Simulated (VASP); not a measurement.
Here is a VASP 6.6.1 calculation.

File INCAR:

```
PREC     = Accurate       # precision mode
ENCUT    = 520            # plane-wave cutoff, eV
EDIFF    = 1E-6           # SCF threshold, eV
ISMEAR   = -1             # smearing method
SIGMA    = 0.05           # smearing width, eV
LREAL    = F              # projectors in reciprocal space
LASPH    = T              # aspherical terms in the spheres
NELM     = 60             # most SCF steps
ALGO     = Normal         # electronic algorithm
ISIF     = 2              # what is computed and relaxed
LWAVE    = F              # write WAVECAR
LCHARG   = F              # write CHGCAR
GGA      = PE             # functional
NBANDS   = 28             # bands
```

KPOINTS

```
Automatic mesh
0
Gamma
  9 9 9
```

Contents of POSCAR:

```
BaTiO3
1.0
    2.8559448391      1.6488805216      2.3177316080
   -2.8559448391      1.6488805216      2.3177316080
    0.0000000000     -3.2977610432      2.3177316080
Ba Ti O
1 1 3
Direct
    0.0000000000      0.0000000000      0.0000000000
    0.5140000000      0.5140000000      0.5140000000
    0.4916000000      0.4916000000      0.9815000000
    0.4916000000      0.9815000000      0.4916000000
    0.9815000000      0.4916000000      0.4916000000
```

Potentials or basis: VASP PAW PBE potentials, release 64 (Ba_sv, Ti_sv, O).

Run with:

```console
$ cat potpaw_PBE.64/Ba_sv/POTCAR potpaw_PBE.64/Ti_sv/POTCAR potpaw_PBE.64/O/POTCAR > POTCAR
$ mpirun -np 1 vasp_std > vasp.out
```

**Question.** Predict the band gap on the k mesh.

**Answer.** 2.33 eV (least direct gap 2.72 eV).

**Question.** What does it give for the pressure?

**Answer.** 3.2 GPa.

Forces on the atoms (eV/Å):
```
Ba   0.000  0.000  0.083
Ti   0.000  0.000  0.042
O    0.000 -0.062 -0.042
O   -0.054  0.031 -0.042
O    0.054  0.031 -0.042
```

Caveat: the cell differs from its parent crystal (equal xx and yy strain of +1 %); the cell stands under pressure; spin-orbit coupling is left out, which moves the levels of the heavy elements. A k mesh can miss the band edges.
